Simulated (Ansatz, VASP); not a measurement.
**Two plane-wave programs on TaSi2**

```
Ta Si
1.0
     4.76099    0.00000    0.00000
    -2.38050    4.12314    0.00000
     0.00000    0.00000    6.55614
Ta Si
3 6
Direct
  0.49753 0.00000 0.00024
  0.50247 0.50247 0.66690
  0.00000 0.49753 0.33357
  0.15928 0.31857 0.01554
  0.84326 0.16182 0.64961
  0.68143 0.84072 0.34887
  0.83818 0.68143 0.98294
  0.15928 0.84072 0.68220
  0.31857 0.15674 0.31627
```

Change from the starting cell: mode 24 (375.6 1/cm) frozen in, largest displacement +0.113 Å.

Alike in both runs: task single point; functional PBEsol; k mesh 12 × 12 × 6; occupations gaussian, width 0.15 eV; no spin polarisation.

|  | VASP | Ansatz |
| --- | --- | --- |
| version | VASP 6.6.1 | Ansatz 0.2.0 |
| potentials or method | VASP PAW PBE potentials, release 64 (Ta_pv, Si), cutoff 520 eV | scalar-relativistic, plane waves, PAW |
| valence electrons in the cell | 57 | 63 |

Ansatz gave:

| Item | Value |
| --- | --- |
| gap on the k mesh at the Fermi level (eV) | none |
| pressure (GPa) | 2.0 |
| traceless stress, the component that is largest in VASP (GPa) | 2.77 |
| rms of the force components (eV/Å) | 0.871 |

Task: Estimate VASP's values.

Result: gap on the k mesh at the Fermi level (eV): none; pressure (GPa): 2.3; traceless stress, the component that is largest in VASP (GPa): 2.84; rms of the force components (eV/Å): 0.877.

VASP's potentials were made for PBE, not for PBEsol. Atom by atom the forces differ by 0.006 eV/Å (rms over components). A gap of «none» marks a metal or a gap that the smearing closes. With one functional, cell and mesh, what is left measures potentials, basis and numerics. VASP's potentials hold 57 valence electrons a cell and Ansatz's 63, so a difference there can come from the potentials and not from the codes.

Neither program's run includes spin-orbit coupling.
